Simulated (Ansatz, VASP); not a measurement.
**LiNbO3: VASP beside Ansatz**

Contents of INCAR:

```
SYSTEM = LiNbO3
PREC = Accurate ; ENCUT = 520
EDIFF = 1E-6 ; ISMEAR = 0
SIGMA = 0.05 ; LREAL = .False.
LASPH = .True. ; NELM = 100
ALGO = Normal ; ISIF = 2
LWAVE = .False. ; LCHARG = .True.
GGA = PE ; LELF = .True.
LVHAR = .True. ; NBANDS = 45
```

The input KPOINTS:

```
Automatic mesh
0
Gamma
  6 6 6
  0 0 0
```

The input POSCAR:

```
LiNbO3
1.0
    2.6210746973      1.5132781821      4.8725778623
   -2.6210746973      1.5132781821      4.8725778623
    0.0000000000     -3.0265563641      4.8725778623
Li Nb O
2 2 6
Direct
    0.2815913687      0.2815913687      0.2815913687
    0.7815913687      0.7815913687      0.7815913687
    0.0004900497      0.0004900497      0.0004900497
    0.5004900497      0.5004900497      0.5004900497
    0.1104619503      0.3580262714      0.7211003599
    0.7211003599      0.1104619503      0.3580262714
    0.3580262714      0.7211003599      0.1104619503
    0.2211003599      0.8580262714      0.6104619503
    0.8580262714      0.6104619503      0.2211003599
    0.6104619503      0.2211003599      0.8580262714
```

Input for Ansatz:

```yaml
crystal:
  lattice:
    - [2.6210746973, 1.5132781821, 4.8725778623]
    - [-2.6210746973, 1.5132781821, 4.8725778623]
    - [0.0, -3.0265563641, 4.8725778623]
  atoms:
    - { symbol: Li, position: [0.2815913687, 0.2815913687, 0.2815913687] }
    - { symbol: Li, position: [0.7815913687, 0.7815913687, 0.7815913687] }
    - { symbol: Nb, position: [0.0004900497, 0.0004900497, 0.0004900497] }
    - { symbol: Nb, position: [0.5004900497, 0.5004900497, 0.5004900497] }
    - { symbol: O, position: [0.1104619503, 0.3580262714, 0.7211003599] }
    - { symbol: O, position: [0.7211003599, 0.1104619503, 0.3580262714] }
    - { symbol: O, position: [0.3580262714, 0.7211003599, 0.1104619503] }
    - { symbol: O, position: [0.2211003599, 0.8580262714, 0.6104619503] }
    - { symbol: O, position: [0.8580262714, 0.6104619503, 0.2211003599] }
    - { symbol: O, position: [0.6104619503, 0.2211003599, 0.8580262714] }
basis:
  ecutwfc: 520.0
kpoints:
  mp_grid: { grid: [6, 6, 6] }
hamiltonian:
  xc: pbe
  pseudopotentials: { kind: paw, azcp: { folder: soft_1 } }
scf:
  occupations: { method: gaussian, width: 0.05 }
output:
  forces: true
  stress: true
  eigenvalues: true
```

Alike in both runs: task single point; functional PBE; k mesh 6 × 6 × 6; occupations gaussian, width 0.05 eV; no spin polarisation.

|  | VASP | Ansatz |
| --- | --- | --- |
| version | VASP 6.6.1 | Ansatz 0.2.0 |
| potentials or method | VASP PAW PBE potentials, release 64 (Li_sv, Nb_sv, O), cutoff 520 eV | scalar-relativistic, plane waves, PAW |
| valence electrons in the cell | 68 | 68 |

|  | VASP | Ansatz | Ansatz less VASP |
| --- | --- | --- | --- |
| gap on the k mesh at the Fermi level (eV) | 3.28 | 3.29 | +0.012 |
| least direct gap on the mesh (eV) | 3.29 | 3.30 | +0.012 |
| rms of the force components (eV/Å) | 0.348 | 0.352 | +0.0041 |

Atom by atom the forces differ by 0.008 eV/Å (rms over components). The functional is the same, so the differences come from potentials, cutoffs and numerics.

Noted on VASP's run: the cutoff is short for stress, so the pressure is rough.
